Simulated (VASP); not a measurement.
# In2CuO4 (I4/mmm) in VASP: single point with PBE

Aim: the single point of In2CuO4 with PBE.

Program: VASP 6.6.1. These are calculated values, not measurements. Logs are shortened: lines on timing, memory, paths and dates and some standing lists are left out, and cuts for length are marked.

**1. The cell of the first run**

The structure is tetragonal, space group I4/mmm (No. 139). The conventional cell has a = 3.957 Å, b = 3.957 Å, c = 12.080 Å, α = 90.00°, β = 90.00°, γ = 90.00°. Cu (site symmetry 4/mmm) has 4 O at 1.98 Å within 2.6 Å. Within 2.8 Å of O (site symmetry mmm) lie 2 Cu at 1.98 Å and 4 In at 2.66 Å and 4 O at 2.80 Å. O (site symmetry -4m2) has 4 In at 2.34 Å and 6 O at 2.80 to 3.02 Å within 3.1 Å. In (site symmetry 4mm) has 8 O at 2.34 to 2.66 Å within 3.1 Å.

**2. Single point, PBE, collinear spin**

Contents of INCAR:

```
PREC = Accurate
ENCUT = 520
EDIFF = 1E-7
ISMEAR = -1
SIGMA = 0.03
LREAL = False
LASPH = True
NELM = 150
ALGO = Normal
ISIF = 2
LWAVE = False
LCHARG = True
ISPIN = 2
MAGMOM = 1 0 0 0 0 0 0
LORBIT = 11
LMAXMIX = 4
GGA = PE
LVHAR = True
ISYM = 0
NBANDS = 44
KPAR = 4
```

Contents of KPOINTS:

```
regular mesh
0
Gamma
  5 5 7
```

Contents of POSCAR:

```
In2CuO4
1.0
   -1.9785000000      1.9785000000      6.0400000000
    1.9785000000     -1.9785000000      6.0400000000
    1.9785000000      1.9785000000     -6.0400000000
Cu O In
1 4 2
Direct
    0.0000000000      0.0000000000      0.0000000000
    0.5000000000      0.0000000000      0.5000000000
    0.0000000000      0.5000000000      0.5000000000
    0.7500000000      0.2500000000      0.5000000000
    0.2500000000      0.7500000000      0.5000000000
    0.3529000000      0.3529000000      0.0000000000
    0.6471000000      0.6471000000      0.0000000000
```

Potentials or basis: VASP PAW PBE potentials, release 64 (Cu, O, In_d).

Run with:

```console
> cat potpaw_PBE.64/Cu/POTCAR potpaw_PBE.64/O/POTCAR potpaw_PBE.64/In_d/POTCAR > POTCAR
> mpirun -np 4 vasp_std > vasp.out
```

OUTCAR:

```text
PREC = Accurate
   ENCUT = 520
   EDIFF = 1E-7
   ISMEAR = -1
   LREAL = False
   LASPH = True
   NELM = 150
   ISIF = 2
   ISPIN = 2
   LORBIT = 11
   GGA = PE
   ISYM = 0

 ion  position               nearest neighbor table
   1  0.000  0.000  0.000-   2 1.98   3 1.98   3 1.98   2 1.98   7 3.31   7 3.31   7 3.31   6 3.31
                             7 3.31   6 3.31   6 3.31   6 3.31
   2  0.500  0.000  0.500-   1 1.98   1 1.98   7 2.66   6 2.66   6 2.66   7 2.66
   3  0.000  0.500  0.500-   1 1.98   1 1.98   7 2.66   6 2.66   7 2.66   6 2.66
   4  0.750  0.250  0.500-   6 2.34   7 2.34   6 2.34   7 2.34
   5  0.250  0.750  0.500-   6 2.34   7 2.34   6 2.34   7 2.34
   6  0.353  0.353  0.000-   4 2.34   5 2.34   5 2.34   4 2.34   2 2.66   3 2.66   3 2.66   2 2.66
                             1 3.31   1 3.31   1 3.31   1 3.31   7 3.55   7 3.74   7 3.74   7 3.74
   7  0.647  0.647  0.000-   5 2.34   4 2.34   4 2.34   5 2.34   2 2.66   3 2.66   2 2.66   3 2.66
                             1 3.31   1 3.31   1 3.31   1 3.31   6 3.55   6 3.74   6 3.74   6 3.74

IMPORTANT INFORMATION: All symmetrisations will be switched off!
NOSYMM: (Re-)initialisation of all symmetry stuff for point group C_1.

----------------------------------------------------------------------------------------

                                     Primitive cell

  volume of cell :      94.5734

  direct lattice vectors                    reciprocal lattice vectors
    -1.978500000  1.978500000  6.040000000     0.000000000  0.252716705  0.082781457
     1.978500000 -1.978500000  6.040000000     0.252716705  0.000000000  0.082781457
     1.978500000  1.978500000 -6.040000000     0.252716705  0.252716705  0.000000000

  length of vectors
     6.656615093  6.656615093  6.656615093     0.265929506  0.265929506  0.357395391

  position of ions in fractional coordinates (direct lattice)
     0.000000000  0.000000000  0.000000000
     0.500000000  0.000000000  0.500000000
     0.000000000  0.500000000  0.500000000
     0.750000000  0.250000000  0.500000000
     0.250000000  0.750000000  0.500000000
     0.352900000  0.352900000  0.000000000
     0.647100000  0.647100000  0.000000000

  ion indices of the primitive-cell ions
   primitive index   ion index
                 1           1
                 2           2
                 3           3
                 4           4
                 5           5
                 6           6
                 7           7

----------------------------------------------------------------------------------------

 KPOINTS: regular mesh

Automatic generation of k-mesh.
 Grid dimensions read from file:
 generate k-points for:    5    5    7

 Generating k-lattice:

  Cartesian coordinates                     Fractional coordinates (reciprocal lattice)
     0.000000000  0.050543341  0.016556291     0.200000000  0.000000000 -0.000000000
     0.050543341  0.000000000  0.016556291     0.000000000  0.200000000 -0.000000000
     0.036102386  0.036102386  0.000000000     0.000000000  0.000000000  0.142857143

  Length of vectors
     0.053185901  0.053185901  0.051056484

  Shift w.r.t. Gamma in fractional coordinates (k-lattice)
     0.000000000  0.000000000  0.000000000

 -----------------------------------------------------------------------------
|                                                                             |
|           W    W    AA    RRRRR   N    N  II  N    N   GGGG   !!!           |
|           W    W   A  A   R    R  NN   N  II  NN   N  G    G  !!!           |
|           W    W  A    A  R    R  N N  N  II  N N  N  G       !!!           |
|           W WW W  AAAAAA  RRRRR   N  N N  II  N  N N  G  GGG   !            |
|           WW  WW  A    A  R   R   N   NN  II  N   NN  G    G                |
|           W    W  A    A  R    R  N    N  II  N    N   GGGG   !!!           |
|                                                                             |
|     Your reciprocal lattice and k-lattice belong to different lattice       |
|     classes:                                                                |
|                                                                             |
|        The reciprocal lattice is body-centered tetragonal,                  |
|        whereas your k-lattice is base-centered monoclinic.                  |
|                                                                             |
|     Results are often still useful ...                                      |
|                                                                             |
[... 46 lines left out ...]
   PREC   = accura    normal or accurate (medium, high low for compatibility)
   ISTART =      0    job   : 0-new  1-cont  2-samecut
   ICHARG =      2    charge: 1-file 2-atom 10-const
   ISPIN  =      2    spin polarized calculation?
   LNONCOLLINEAR =      F non collinear calculations
   LSORBIT =      F    spin-orbit coupling
   LASPH  =      T    aspherical Exc in radial PAW
   ENCUT  =  520.0 eV  38.22 Ry    6.18 a.u.  12.38 12.38 12.38*2*pi/ulx,y,z
   NELM   =    150;   NELMIN=  2; NELMDL= -5     # of ELM steps
   EDIFF  = 0.1E-06   stopping-criterion for ELM
   LREAL  =      F    real-space projection
   EDIFFG = 0.1E-05   stopping-criterion for IOM
   NSW    =      0    number of steps for IOM
   IBRION =     -1    ionic relax: 0-MD 1-quasi-New 2-CG
   NFREE  =      0    steps in history (QN), initial steepest desc. (CG)
   ISIF   =      2    stress and relaxation
   ISYM   =      0    0-nonsym 1-usesym 2-fastsym
   POTIM  = 0.5000    time-step for ionic-motion
   TEBEG  =    0.0;   TEEND  =   0.0 temperature during run
   PSTRESS=    0.0 pullay stress
   NELECT =      61.0000    total number of electrons
   NUPDOWN=      -1.0000    fix difference up-down
   EMIN   =  10.00;   EMAX   =-10.00  energy-range for DOS
   EFERMI =   0.00;   METHOD = LEGACY
   ISMEAR =    -1;   SIGMA  =   0.03  broadening in eV -4-tet -1-fermi 0-gaus
   EFERMI_NEDOS =   21; number of points for ismear=-14 and -15
   IALGO  =     38    algorithm
   IMIX   =      4    mixing-type and parameters
     AMIX     =   0.40;   BMIX     =  1.00
     AMIX_MAG =   1.60;   BMIX_MAG =  1.00
  volume/ion in A,a.u.               =      13.51        91.17
  Fermi-wavevector in a.u.,A,eV,Ry     =   1.414474  2.672969 27.221691  2.000738
  Thomas-Fermi vector in A             =   2.536013
   LORBIT       =     11    0 simple, 1 ext, 2 COOP (PROOUT), +10 PAW based schemes
   GGA     = PE    functional components
   LHFCALC =     F    Hartree Fock is set to
   AEXX    =    0.0000 exact exchange contribution
   IVDW    =     0    specifies the selected vdW correction
   LEPSILON=     F    determine dielectric tensor
   LRPA    =     F    only Hartree local field effects (RPA)
 spin polarized calculation
  energy-cutoff  :      520.00
  volume of cell :       94.57
 maximum number of plane-waves:      2599
 NGX is ok and might be reduce to    50
   NGX = 25   NGY = 25   NGZ = 25

 number of electron      61.0000003 magnetization       0.0000348

 Free energy of the ion-electron system (eV)
  ---------------------------------------------------
  ext. energy  EPLUGINS =         0.00000000
  ---------------------------------------------------
  free energy    TOTEN  =       -35.35866076 eV

  energy without entropy =      -35.35269510  energy(sigma->0) =      -35.35567793

 E-fermi :   4.8909     XC(G=0): -10.8313

 val. band max:        4.8862740379   @ k =  -0.2000   0.2000   0.0000
 cond. band min:       4.9506444713   @ k =   0.2000  -0.0000   0.1429
 fundamental gap:      0.0643704334
 Fermi energy:         4.8909466324

 spin component 1

 k-point     1 :       0.0000    0.0000    0.0000
  band No.  band energies     occupation
      1     -13.1694      1.00000
      2     -12.0847      1.00000
      3     -11.9645      1.00000
      4     -11.2958      1.00000
      5      -8.5888      1.00000
      6      -8.5884      1.00000
[... 1069 lines left out ...]
     41      15.3890      0.00000
     42      17.0876      0.00000

 [... further k-points ...]

 spin component 2

 k-point     1 :       0.0000    0.0000    0.0000
  band No.  band energies     occupation
      1     -13.1694      1.00000
      2     -12.0847      1.00000
      3     -11.9645      1.00000
      4     -11.2958      1.00000
      5      -8.5888      1.00000
      6      -8.5884      1.00000
[... 1069 lines left out ...]
     41      15.3890      0.00000
     42      17.0876      0.00000

 [... further k-points ...]

 [bands above 42 left out]

------------------------ aborting loop because EDIFF is reached ----------------------------------------

  FORCE on cell =-STRESS in cart. coord.  units (eV):
  Direction    XX          YY          ZZ          XY          YZ          ZX
  --------------------------------------------------------------------------------------
  -------------------------------------------------------------------------------------
  Total       -8.0065343     -8.0065345     -8.6717569      0.0553547     -0.0002033     -0.0002030
  in kB     -135.6394795   -135.6394813   -146.9090799      0.9377688     -0.0034435     -0.0034383
  external PRESSURE =    -139.3960135 kB  Pullay stress =       0.0000000 kB

 VOLUME and BASIS-vectors are now :
 -----------------------------------------------------------------------------
  energy-cutoff  :      520.00
  volume of cell :       94.57
      direct lattice vectors                 reciprocal lattice vectors
    -1.978500000  1.978500000  6.040000000     0.000000000  0.252716705  0.082781457
     1.978500000 -1.978500000  6.040000000     0.252716705  0.000000000  0.082781457
     1.978500000  1.978500000 -6.040000000     0.252716705  0.252716705  0.000000000

 POSITION                                       TOTAL-FORCE (eV/Angst)
 -----------------------------------------------------------------------------------
      0.00000      0.00000      0.00000        -0.000000      0.000000     -0.000000
      0.00000      1.97850      0.00000        -0.000000     -0.000000     -0.000000
      1.97850      0.00000      0.00000         0.000000     -0.000000     -0.000000
      0.00000      1.97850      3.02000         0.000581     -0.000580     -0.000000
      1.97850      0.00000      3.02000        -0.000581      0.000581      0.000000
      0.00000      0.00000      4.26303         0.000079      0.000079     -1.619412
      0.00000      0.00000      7.81697        -0.000079     -0.000079      1.619412
 -----------------------------------------------------------------------------------
    total drift:                               -0.000001     -0.000000     -0.000001

  FREE ENERGIE OF THE ION-ELECTRON SYSTEM (eV)
  ---------------------------------------------------
  free  energy   TOTEN  =       -35.3586607648 eV

  energy  without entropy=      -35.3526951018  energy(sigma->0) =      -35.35567793

 total charge

# of ion       s       p       d       tot
------------------------------------------
    1        0.362   0.341   9.132   9.834
    2        1.577   3.324   0.000   4.901
    3        1.577   3.324   0.000   4.901
    4        1.577   3.330   0.000   4.907
    5        1.577   3.330   0.000   4.907
    6        0.632   0.432   9.955  11.019
    7        0.632   0.432   9.955  11.019
--------------------------------------------------
tot          7.934  14.513  29.042  51.489

 magnetization (x)

# of ion       s       p       d       tot
------------------------------------------
    1        0.000   0.000   0.000   0.000
    2        0.000   0.000   0.000   0.000
    3        0.000   0.000   0.000   0.000
    4        0.000  -0.000   0.000  -0.000
    5        0.000  -0.000   0.000  -0.000
    6       -0.000   0.000  -0.000  -0.000
    7       -0.000   0.000  -0.000  -0.000
--------------------------------------------------
tot          0.000   0.000   0.000   0.000
```

Run time: 19 min. Hardware: 4 MPI ranks of AMD EPYC 7R43 (Zen 3), shared host; peak memory 0.82 GiB.

What came out:

| Quantity | Value |
| --- | --- |
| Free energy | -35.3587 eV |
| Pressure | -13.9 GPa |
| Largest force | 1.619 eV/Å |
| Net moment | 0.00 μB per cell |
| Valence electrons inside the program's atomic spheres | Cu 9.83; O 4.90, 4.91 (each value once); In 11.02 |

Forces on the atoms (eV/Å):
```
Cu   0.000  0.000  0.000
O    0.000  0.000  0.000
O    0.000  0.000  0.000
O    0.001 -0.001  0.000
O   -0.001  0.001  0.000
In   0.000  0.000 -1.619
In   0.000  0.000  1.619
```

Caveat: the cell stands under tension; spin-orbit coupling is left out, which moves the levels of the heavy elements; semilocal functionals often make such compounds metallic where correlation or magnetic order opens a gap, which also shifts bond lengths; forces of over 1 eV/Å act on the atoms, so gaps and moduli don't describe the material at rest. With open d or f shells a metallic result of PBE can be an artefact of self-interaction; +U or a hybrid may open a gap.
